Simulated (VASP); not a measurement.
The system is Si4F.

```
Si F
1.0
    -2.43826    2.43826    4.05023
     2.43826   -2.43826    4.05023
     2.43826    2.43826   -4.05023
Si F
4 1
Direct
  0.50000 0.50000 0.50000
  0.00000 0.00000 0.50000
  0.50000 0.00000 0.00000
  0.00000 0.50000 0.00000
  0.50000 0.50000 0.00000
```

The cell was generated, and may not be a known phase.

| Quantity | Value |
| --- | --- |
| Program | VASP 6.6.1 |
| Task | relaxation of cell and atoms |
| Functional | PBE |
| Potentials or basis | VASP PAW PBE potentials, release 64 (Si, F) |
| Cutoff | 600 eV |
| k mesh | 6 × 6 × 6 |
| Occupations | gaussian, width 0.1 eV |
| Spin | no spin polarisation |

At the start: pressure 0.1 GPa; volume 19.26 Å³/atom.

How do energy, volume and symmetry change on relaxing?

Over 9 steps the energy falls by 3.9 meV/atom and the volume is 18.48 Å³/atom (-4.1 %); space group I4/mmm (No. 139, to 0.1 Å) before and after.

Step by step:
| step | energy change (eV) | largest force (eV/Å) | pressure (GPa) | volume (Å³) |
| --- | --- | --- | --- | --- |
| 1 | 0.0000 | 0.0000 | 0.12 | 96.32 |
| 2 | -0.0042 | 0.0000 | -0.41 | 96.51 |
| 3 | -0.0052 | 0.0000 | -0.80 | 96.66 |
| 4 | -0.0081 | 0.0000 | -0.70 | 96.19 |
| 5 | -0.0146 | 0.0000 | -0.37 | 94.78 |
| 6 | -0.0185 | 0.0000 | 0.52 | 91.96 |
| 7 | -0.0187 | 0.0000 | 0.27 | 92.66 |
| 8 | -0.0188 | 0.0000 | 0.33 | 92.49 |
| 9 | -0.0196 | 0.0000 | 0.06 | 92.40 |

Final structure:
```
Si F
1.0
    -2.46514    2.46514    3.80138
     2.46514   -2.46514    3.80138
     2.46514    2.46514   -3.80138
Si F
4 1
Cartesian
  1.2326 1.2326 1.9007
  1.2326 1.2326 -1.9007
  -1.2326 1.2326 1.9007
  1.2326 -1.2326 1.9007
  0.0000 0.0000 3.8014
```

Caveat: an odd number of electrons without spin polarisation forces a metal; a magnetic or distorted state may lie lower.
